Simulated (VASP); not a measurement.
Write the native input for VASP 6.6.1 that does the following.

```yaml
Task: single point
Functional: PBE
Potentials_or_basis: VASP PAW PBE potentials, release 64 (Zr_sv, Pd, Se)
Cutoff: 520 eV
k_mesh: 6 × 6 × 2
Occupations: gaussian, width 0.1 eV
Spin: no spin polarisation
Dipole_correction: no
Further_INCAR_settings: ALGO = Normal; EDIFF = 1e-07; NBANDS = 32
```

The structure of ZrPdSe4 lies in POSCAR:

```
ZrPdSe4
1.0
    4.0894125600      0.0000000000      0.0000000000
   -2.0447062800      3.5415351600      0.0000000000
    0.0000000000      0.0000000000      8.7423174300
Zr Pd Se
1 1 4
Direct
    0.0000000000      0.0000000000      0.0000000000
    0.0000000000      0.0000000000      0.5000000000
    0.3333333300      0.6666666700      0.7407687300
    0.3333333300      0.6666666700      0.2592312700
    0.6666666700      0.3333333300      0.7407687300
    0.6666666700      0.3333333300      0.2592312700
```

The cell was built from a structure type or drawn by symmetry, and may not be a known phase.

One way to write it, as run:

INCAR

```
ALGO = Normal
EDIFF = 1E-7
ENCUT = 520
GGA = PE
ISIF = 2
ISMEAR = 0
LASPH = True
LCHARG = True
LELF = True
LREAL = False
LVHAR = True
LWAVE = False
NBANDS = 32
NELM = 80
PREC = Accurate
SIGMA = 0.1
```

KPOINTS

```
k-points
0
Gamma
  6 6 2
```

Potentials or basis: VASP PAW PBE potentials, release 64 (Zr_sv, Pd, Se).

Launch:

```bash
$ cat potpaw_PBE.64/Zr_sv/POTCAR potpaw_PBE.64/Pd/POTCAR potpaw_PBE.64/Se/POTCAR > POTCAR
$ mpirun -np 1 vasp_std > vasp.out
```

Results of the run:

```
Pressure               : 12.0 GPa
Largest force          : 0.593 eV/Å
Band gap on the k mesh : zero (bands 23 and 24 overlap by 1.45 eV)
```

Caveat: the cell stands under pressure.

Wall time 34 s on 1 thread of AMD EPYC 9R45 (Zen 5) (shared host), peak memory 0.24 GiB.
